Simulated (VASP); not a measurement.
Crystal: Al3BSb2.

```
Al B Sb
1.0
    -1.86000    5.58000    2.63000
     1.86000   -5.58000    2.63000
     1.86000    5.58000   -2.63000
Al B Sb
3 1 2
Cartesian
  0.0000 1.8604 1.3150
  1.8600 3.7196 -1.3150
  0.0000 5.5800 1.3150
  0.0000 0.0000 0.0000
  0.0000 3.7196 0.0000
  0.0000 7.4404 0.0000
```

| Property | Result |
| --- | --- |
| Program | VASP 6.6.1 |
| Task | relaxation of cell and atoms |
| Functional | PBE |
| Potentials or basis | VASP PAW PBE potentials, release 64 (Al, B, Sb) |
| Cutoff | 600 eV |
| k mesh | 5 × 5 × 5 |
| Occupations | gaussian, width 0.2 eV |
| Spin | no spin polarisation |

At the start: pressure 43.2 GPa; volume 18.20 Å³/atom.

**Question.** How do energy, volume and symmetry change on relaxing?

**Answer.** Over 16 steps the energy falls by 1233.7 meV/atom and the volume is 23.56 Å³/atom (+29.5 %); space group Imm2 (No. 44, to 0.1 Å) before and after.

Step by step:
| step | energy change (eV) | largest force (eV/Å) | pressure (GPa) | volume (Å³) |
| --- | --- | --- | --- | --- |
| 1 | 0.0000 | 6.5462 | 43.17 | 109.18 |
| 2 | -4.3922 | 0.5129 | -9.15 | 206.44 |
| 3 | -6.1599 | 1.5657 | -2.80 | 159.00 |
| 4 | -6.1642 | 1.6235 | -2.34 | 157.55 |
| 5 | -6.1640 | 1.6695 | -1.97 | 156.43 |
| 6 | -6.5565 | 1.4032 | -1.36 | 151.68 |
| 7 | -6.9501 | 2.2355 | 3.24 | 138.01 |
| 8 | -7.0038 | 1.0331 | 0.92 | 142.94 |
| 9 | -7.0216 | 1.3244 | 1.53 | 141.42 |
| 10 | -7.2737 | 0.6569 | 0.05 | 142.88 |
| 11 | -7.3086 | 0.5300 | -0.38 | 143.59 |
| 12 | -7.3698 | 0.4718 | -0.23 | 142.40 |
| 13 | -7.3753 | 0.5028 | -0.13 | 141.95 |
| 14 | -7.3943 | 0.1943 | 0.07 | 141.31 |
| 15 | -7.3952 | 0.1721 | 0.13 | 141.14 |
| 16 | -7.4020 | 0.0710 | -0.01 | 141.37 |

Final structure:
```
Al B Sb
1.0
    -1.89912    6.23224    2.98597
     1.89912   -6.23224    2.98597
     1.89912    6.23224   -2.98597
Al B Sb
3 1 2
Direct
  0.32567 0.18974 0.13592
  0.05382 0.18974 0.86408
  0.84228 0.34228 0.50000
  0.98698 0.98698 0.00000
  0.36020 0.02063 0.33957
  0.68105 0.02063 0.66043
```

Caveat: the volume moved by over 15 % at a fixed basis, so the end points are rough; the relaxation stopped at a loose force limit of 0.08 eV/Å, so its end isn't a converged minimum.
